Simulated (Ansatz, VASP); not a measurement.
# One calculation of B3C2, two programs

```xyz
10
Lattice="3.9583 0.0000 0.0000 -1.9791 3.4279 0.0000 0.0000 0.0000 5.0904" Properties=species:S:1:pos:R:3 pbc="T T T"
B     1.5251    2.2411    1.2726
B     0.7243    3.2277    3.8178
B     3.1575    0.9866    1.2726
B    -1.1783    2.4413    3.8178
B     0.4540    1.1868    3.8178
B     1.2548    0.2002    1.2726
C     1.9791    1.1426    3.8178
C     0.0000    2.2853    1.2726
C     0.0000    0.0000    2.5452
C     0.0000    0.0000    0.0000
```

Change from the starting cell: species swapped into the Er3Ru2 type (P6_3/m, No. 176).

Alike in both runs: functional PBE; k mesh 6 × 6 × 4; occupations gaussian, width 0.1 eV; no spin polarisation.

Ansatz relaxed the structure, and its values are those at the end. VASP's run is a single point on that final structure, the one shown.

```csv
,VASP,Ansatz
version,VASP 6.6.1,Ansatz 0.2.0
potentials or method,"VASP PAW PBE potentials, release 64 (B, C), cutoff 520 eV","scalar-relativistic, plane waves, PAW"
valence electrons in the cell,34,34
```

|  | VASP | Ansatz | Ansatz less VASP |
| --- | --- | --- | --- |
| gap on the k mesh at the Fermi level (eV) | none | none | - |
| pressure (GPa) | 0.0 | -0.2 | -0.16 |
| rms of the force components (eV/Å) | 0.008 | 0.005 | -0.0035 |

A gap of «none» marks a metal or a gap that the smearing closes. With one functional, cell and mesh, what is left measures potentials, basis and numerics.
